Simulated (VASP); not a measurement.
**MgO: single point with PBEsol**

The system is MgO.

```xyz
2
Lattice="0.5136 2.3927 2.3927 2.3927 0.5136 2.3927 2.3927 2.3927 0.5136" Properties=species:S:1:pos:R:3 pbc="T T T"
Mg    0.0000    0.0000    0.0000
O     2.6495    2.6495    2.6495
```

This cell differs from its parent crystal: ratio of the length along [111] to the lengths across it x 1.41, volume and fractional coordinates fixed.

* Program: VASP 6.6.1
* Task: single point
* Functional: PBEsol
* Potentials or basis: VASP PAW PBE potentials, release 64 (Mg, O)
* Cutoff: 520 eV
* k mesh: 10 × 10 × 10
* Occupations: gaussian, width 0.05 eV
* Spin: no spin polarisation
* Dipole correction: no
* Further INCAR settings: ALGO = Normal; EDIFF = 1e-07; NBANDS = 11

```
Pressure               : 4.4 GPa
Band gap on the k mesh : 0.39 eV, direct
```

Stress tensor (GPa, compression positive):
```
  4.36 -47.32 -47.32
-47.32   4.36 -47.32
-47.32 -47.32   4.36
```

Levels at points of the mesh, in eV from the valence-band top:
```csv
k point,band 1,band 2,band 3,band 4,band 5,band 6,band 7,band 8,band 9
"(0.00, 0.00, 0.00)",-18.60,-3.56,0.00,0.00,0.39,12.00,15.44,17.12,17.12
"(0.50, 0.00, 0.00)",-16.75,-5.66,-3.23,-1.02,3.95,9.53,13.24,15.59,17.67
"(0.50, 0.50, 0.00)",-16.68,-5.46,-3.78,-1.15,4.99,8.63,10.82,17.42,17.81
"(0.50, 0.50, 0.50)",-17.96,-7.59,-0.21,-0.21,6.54,8.80,19.83,19.83,19.95
```

Wall time 17 s on 1 thread of Intel(R) Xeon(R) 6975P-C (Granite Rapids), with other jobs on the host, peak memory 0.17 GiB.

Caveat: the PAW data sets were made with another functional, which shifts forces and pressure a little.
